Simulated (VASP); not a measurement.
Here is a VASP 6.6.1 calculation.

The input INCAR:

```
SYSTEM = HfN
PREC = Accurate
ENCUT = 520
EDIFF = 1E-6
ISMEAR = 0
SIGMA = 0.1
LREAL = .FALSE.
LASPH = .TRUE.
NELM = 80
ALGO = Normal
ISIF = 2
LWAVE = .FALSE.
LCHARG = .FALSE.
GGA = PE
NBANDS = 23
```

KPOINTS

```
Automatic mesh
0
G
  6 6 4
  0 0 0
```

The input POSCAR:

```
HfN
1.0
    1.5934541849     -2.6455077691      0.0000000000
    1.5934541849      2.6455077691      0.0000000000
    0.0000000000      0.0000000000      5.4777791930
Hf N
2 2
Direct
    0.8330591830      0.1669408170      0.7500000000
    0.1669408170      0.8330591830      0.2500000000
    0.5000000000      0.5000000000      0.5000000000
    0.5000000000      0.5000000000      0.0000000000
```

Potentials or basis: VASP PAW PBE potentials, release 64 (Hf_pv, N).

Launch:

```sh
$ cat potpaw_PBE.64/Hf_pv/POTCAR potpaw_PBE.64/N/POTCAR > POTCAR
$ mpirun -np 1 vasp_std > vasp.out
```

(1) Predict the pressure.

(2) Estimate the largest force.

Answers

(1) 3.5 GPa.

(2) 0.044 eV/Å.

Caveat: the k points lie up to 0.38 Å⁻¹ apart.
